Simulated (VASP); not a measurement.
# C in VASP: further runs, part 2 of 2

VASP 6.6.1.

## Step 3: Electric field gradients, PBE (shortest bond scaled by 1.1)

The input, INCAR:

```
ALGO = Normal ; EDIFF = 1E-8
ENCUT = 520 ; GGA = PE
ISIF = 2 ; ISMEAR = -1
LASPH = True ; LCHARG = False
LEFG = True ; LREAL = False
LWAVE = False ; NBANDS = 11
NELM = 100 ; PREC = Accurate
SIGMA = 0.05
```

The input, KPOINTS:

```
k-points
0
Gamma
  14 14 14
```

The input, POSCAR:

```
C
1.0
    1.2280287114      0.7090027071      3.3470114498
   -1.2280287114      0.7090027071      3.3470114498
    0.0000000000     -1.4180054142      3.3470114498
C
2
Direct
    0.8696000000      0.8196000000      0.8196000000
    0.1304000000      0.1804000000      0.1804000000
```

Potentials or basis: VASP PAW PBE potentials, release 64 (C).

Launch:

```bash
> cat potpaw_PBE.64/C/POTCAR > POTCAR
> mpirun -np 1 vasp_std > vasp.out
```

OUTCAR:

```text
EDIFF = 1E-8
   ENCUT = 520
   GGA = PE
   ISIF = 2
   ISMEAR = -1
   LASPH = True
   LREAL = False
   NELM = 100
   PREC = Accurate

 ion  position               nearest neighbor table
   1  0.870  0.820  0.820-   2 1.35   2 1.35   2 1.56
   2  0.130  0.180  0.180-   1 1.35   1 1.35   1 1.56

  LATTYP: Found a trigonal (rhomboedric) cell.
 ALAT       =     3.6350000000
 COS(alpha) =     0.7717355882

  Lattice vectors:

 A1 = (   1.2280287114,   0.7090027071,   3.3470114498)
 A2 = (  -1.2280287114,   0.7090027071,   3.3470114498)
 A3 = (   0.0000000000,  -1.4180054142,   3.3470114498)

Analysis of symmetry for initial positions (statically):
=====================================================================
 Subroutine PRICEL returns:
 Original cell was already a primitive cell.

 Routine SETGRP: Setting up the symmetry group for a
 trigonal (rhombohedral) supercell.

 Subroutine GETGRP returns: Found  4 space group operations
 (whereof  4 operations were pure point group operations)
 out of a pool of 12 trial point group operations.

The static configuration has the point symmetry C_2h.

Analysis of symmetry for dynamics (positions and initial velocities):
=====================================================================
 Subroutine PRICEL returns:
 Original cell was already a primitive cell.

 Routine SETGRP: Setting up the symmetry group for a
 trigonal (rhombohedral) supercell.

 Subroutine GETGRP returns: Found  4 space group operations
 (whereof  4 operations were pure point group operations)
 out of a pool of 12 trial point group operations.

The dynamic configuration has the point symmetry C_2h.

 Subroutine INISYM returns: Found  4 space group operations
 (whereof  4 operations are pure point group operations),
 and found     1 'primitive' translations

----------------------------------------------------------------------------------------

                                     Primitive cell

  volume of cell :      17.4850

  direct lattice vectors                    reciprocal lattice vectors
     1.228028711  0.709002707  3.347011450     0.407156604  0.235071975  0.099591333
    -1.228028711  0.709002707  3.347011450    -0.407156604  0.235071975  0.099591333
     0.000000000 -1.418005414  3.347011450     0.000000000 -0.470143950  0.099591333

  length of vectors
     3.635000000  3.635000000  3.635000000     0.480576495  0.480576495  0.480576495

  position of ions in fractional coordinates (direct lattice)
     0.869600000  0.819600000  0.819600000
     0.130400000  0.180400000  0.180400000

  ion indices of the primitive-cell ions
   primitive index   ion index
                 1           1
                 2           2

----------------------------------------------------------------------------------------

 KPOINTS: k-points

Automatic generation of k-mesh.
 Grid dimensions read from file:
 generate k-points for:   14   14   14

 Generating k-lattice:

  Cartesian coordinates                     Fractional coordinates (reciprocal lattice)
     0.029082615  0.016790855  0.007113667     0.071428571  0.000000000 -0.000000000
[... 77 lines left out ...]
   IMIX   =      4    mixing-type and parameters
     AMIX     =   0.40;   BMIX     =  1.00
     AMIX_MAG =   1.60;   BMIX_MAG =  1.00
  volume/ion in A,a.u.               =       8.74        59.00
  Fermi-wavevector in a.u.,A,eV,Ry     =   1.261488  2.383867 21.651666  1.591353
  Thomas-Fermi vector in A             =   2.394945
   LORBIT       =      0    0 simple, 1 ext, 2 COOP (PROOUT), +10 PAW based schemes
   GGA     = PE    functional components
   LHFCALC =     F    Hartree Fock is set to
   AEXX    =    0.0000 exact exchange contribution
   IVDW    =     0    specifies the selected vdW correction
   LEPSILON=     F    determine dielectric tensor
   LRPA    =     F    only Hartree local field effects (RPA)
 non-spin polarized calculation
  energy-cutoff  :      520.00
  volume of cell :       17.48
 maximum number of plane-waves:       483
   NGX = 13   NGY = 13   NGZ = 13

 number of electron       8.0000000 magnetization

 Free energy of the ion-electron system (eV)
  ---------------------------------------------------
  ext. energy  EPLUGINS =         0.00000000
  ---------------------------------------------------
  free energy    TOTEN  =       -17.90351410 eV

  energy without entropy =      -17.90346768  energy(sigma->0) =      -17.90349089

 E-fermi :   4.6669     XC(G=0): -10.3533

 val. band max:        4.4724403290   @ k =   0.0000  -0.2857   0.2857
 cond. band min:       4.8711101110   @ k =  -0.3571   0.2857  -0.0714
 fundamental gap:      0.3986697820
 Fermi energy:         4.6668849680

 k-point     1 :       0.0000    0.0000    0.0000
  band No.  band energies     occupation
      1     -15.0017      2.00000
      2      -1.9039      2.00000
      3      -0.2694      2.00000
      4       4.1041      1.99997
      5       8.9611      0.00000
      6      10.4373      0.00000
      7      16.0439      0.00000
      8      16.4291      0.00000
      9      17.7134      0.00000
     10      27.3987      0.00000
     11      30.1700      0.00000
[... 309 lines left out ...]
 k-point    24 :       0.2857    0.0714    0.0000
  band No.  band energies     occupation
      1     -13.3797      2.00000
      2      -1.9806      2.00000
      3      -1.6223      2.00000
      4      -0.5431      2.00000
      5      10.9304      0.00000
      6      12.6832      0.00000
      7      13.1394      0.00000
      8      18.6945      0.00000
      9      21.3190      0.00000
     10      23.1022      0.00000
     11      27.6447      0.00000

 [... further k-points ...]

------------------------ aborting loop because EDIFF is reached ----------------------------------------

  FORCE on cell =-STRESS in cart. coord.  units (eV):
  Direction    XX          YY          ZZ          XY          YZ          ZX
  --------------------------------------------------------------------------------------
  -------------------------------------------------------------------------------------
  Total        1.0678318      2.6824427      0.3356268     -1.3982940     -0.1872422     -0.3243126
  in kB       97.8472409    245.7967671     30.7540484   -128.1280482    -17.1573167    -29.7173111
  external PRESSURE =     124.7993521 kB  Pullay stress =       0.0000000 kB

 VOLUME and BASIS-vectors are now :
 -----------------------------------------------------------------------------
  energy-cutoff  :      520.00
  volume of cell :       17.48
      direct lattice vectors                 reciprocal lattice vectors
     1.228028711  0.709002707  3.347011450     0.407156604  0.235071975  0.099591333
    -1.228028711  0.709002707  3.347011450    -0.407156604  0.235071975  0.099591333
     0.000000000 -1.418005414  3.347011450     0.000000000 -0.470143950  0.099591333

 POSITION                                       TOTAL-FORCE (eV/Angst)
 -----------------------------------------------------------------------------------
      0.06140      0.03545      8.39698        -5.539105     -3.198004     -0.843415
     -0.06140     -0.03545      1.64405         5.539105      3.198004      0.843415
 -----------------------------------------------------------------------------------
    total drift:                                0.000000      0.000000     -0.000000

  FREE ENERGIE OF THE ION-ELECTRON SYSTEM (eV)
  ---------------------------------------------------
  free  energy   TOTEN  =       -17.9035140961 eV

  energy  without entropy=      -17.9034676815  energy(sigma->0) =      -17.90349089

 Electric field gradients (V/A^2)
---------------------------------------------------------------------
 ion       V_xx      V_yy      V_zz      V_xy      V_xz      V_yz
---------------------------------------------------------------------
   1      -9.866   -20.361    30.227     9.090     0.705     0.407
   2      -9.866   -20.361    30.227     9.090     0.705     0.407
---------------------------------------------------------------------

 Electric field gradients after diagonalization (V/A^2)
 (convention: |V_zz| > |V_xx| > |V_yy|)
----------------------------------------------------------------------
 ion       V_xx      V_yy      V_zz     asymmetry (V_yy - V_xx)/ V_zz
----------------------------------------------------------------------
   1     -25.609    -4.637    30.246       0.693
   2     -25.609    -4.637    30.246       0.693
----------------------------------------------------------------------

           NMR quadrupolar parameters

 Cq : quadrupolar parameter    Cq=e*Q*V_zz/h
 eta: asymmetry parameters     (V_yy - V_xx)/ V_zz
 Q  : nuclear electric quadrupole moment in mb (millibarn)
----------------------------------------------------------------------
 ion       Cq(MHz)       eta       Q (mb)
----------------------------------------------------------------------
   1       0.073       0.693       1.000
   2       0.073       0.693       1.000
----------------------------------------------------------------------
```

OSZICAR:

```text
N       E                     dE             d eps       ncg     rms          rms(c)
DAV:   1     0.667448828855E+01    0.66745E+01   -0.45807E+03 16822   0.666E+02
DAV:   2    -0.186066231724E+02   -0.25281E+02   -0.24162E+02 21530   0.133E+02
DAV:   3    -0.192053598658E+02   -0.59874E+00   -0.59732E+00 20570   0.170E+01
DAV:   4    -0.192076260937E+02   -0.22662E-02   -0.22661E-02 18859   0.129E+00
DAV:   5    -0.192076351410E+02   -0.90473E-05   -0.90471E-05 21006   0.747E-02    0.661E+00
DAV:   6    -0.182098346925E+02    0.99780E+00   -0.86193E-01 19140   0.551E+00    0.383E+00
DAV:   7    -0.178997499007E+02    0.31008E+00   -0.94025E-01 19708   0.581E+00    0.110E+00
DAV:   8    -0.179036571895E+02   -0.39073E-02   -0.23522E-02 18230   0.100E+00    0.122E-01
DAV:   9    -0.179034345931E+02    0.22260E-03   -0.69535E-04 19909   0.177E-01    0.596E-02
DAV:  10    -0.179035093520E+02   -0.74759E-04   -0.12192E-04 18498   0.802E-02    0.295E-02
DAV:  11    -0.179035138115E+02   -0.44595E-05   -0.91150E-06 19885   0.198E-02    0.322E-03
DAV:  12    -0.179035140792E+02   -0.26770E-06   -0.58506E-07 18686   0.606E-03    0.661E-04
DAV:  13    -0.179035141171E+02   -0.37871E-07   -0.42297E-08 20018   0.147E-03    0.407E-04
DAV:  14    -0.179035140912E+02    0.25936E-07   -0.95814E-09 18438   0.686E-04    0.224E-04
DAV:  15    -0.179035140961E+02   -0.49345E-08   -0.36680E-10 10410   0.121E-04
   1 F= -.17903514E+02 E0= -.17903491E+02  d E =-.464145E-04
```

It took 5.7 min on 1 thread of AMD EPYC 7R13, shared host; peak memory 0.21 GiB.

Results:

```
Free energy                             : -17.9035 eV
Pressure                                : 12.5 GPa
Largest force                           : 6.451 eV/Å
Largest electric field gradient by atom : C +30.2 V/Å²
```

Forces on the atoms (eV/Å):
```
C   -5.539 -3.198 -0.843
C    5.539  3.198  0.843
```

Electric field gradients, principal values (V/Å²):
```tsv
atom	least	middle	greatest (by size)
1 C	-4.637	-25.609	30.246
2 C	-4.637	-25.609	30.246
```

Caveat: the cell differs from its parent crystal (shortest bond scaled by 1.1); the cell stands under pressure; this functional lacks dispersion, which binds the layers, so the pressure and a relaxed spacing across them are unreliable; without QUAD_EFG the Cq values of the log hold for a quadrupole moment of 1 mb, not for the nuclei; forces of over 1 eV/Å act on the atoms, so gaps and moduli don't describe the material at rest.
